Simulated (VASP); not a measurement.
TePb, 2 atoms in the cell. It takes space group Fm-3m (No. 225, cubic). Conventional cell: a = 6.462 Å, b = 6.462 Å, c = 6.462 Å, α = 90.00°, β = 90.00°, γ = 90.00°. Pb (site symmetry m-3m) has 6 Te at 3.23 Å within 4.3 Å. Te (site symmetry m-3m) has 6 Pb at 3.23 Å within 4.3 Å. 

| Item | Value |
| --- | --- |
| Program | VASP 6.6.1 |
| Task | single point |
| Functional | PBE |
| Potentials or basis | VASP PAW PBE potentials, release 64 (Pb_d, Te) |
| Cutoff | 520 eV |
| k mesh | 5 × 5 × 5 |
| Occupations | fermi-dirac, width 0.05 eV |
| Spin | no spin polarisation |
| Dipole correction | no |
| Further INCAR settings | ALGO = Normal; EDIFF = 1e-06; NBANDS = 17 |

Potentials or basis: VASP PAW PBE potentials, release 64 (Pb_d, Te).

Launch:

```console
$ cat potpaw_PBE.64/Pb_d/POTCAR potpaw_PBE.64/Te/POTCAR > POTCAR
$ mpirun -np 1 vasp_std > vasp.out
```

Hardware: 1 thread of Intel Xeon 8259CL (shared host).

Question: Estimate the wall time of this run.

Answer: Run time: 26 s on 1 thread of Intel Xeon 8259CL, with other jobs on the host, peak memory 0.2 GiB. Counts: scf iterations 12, k points 10.
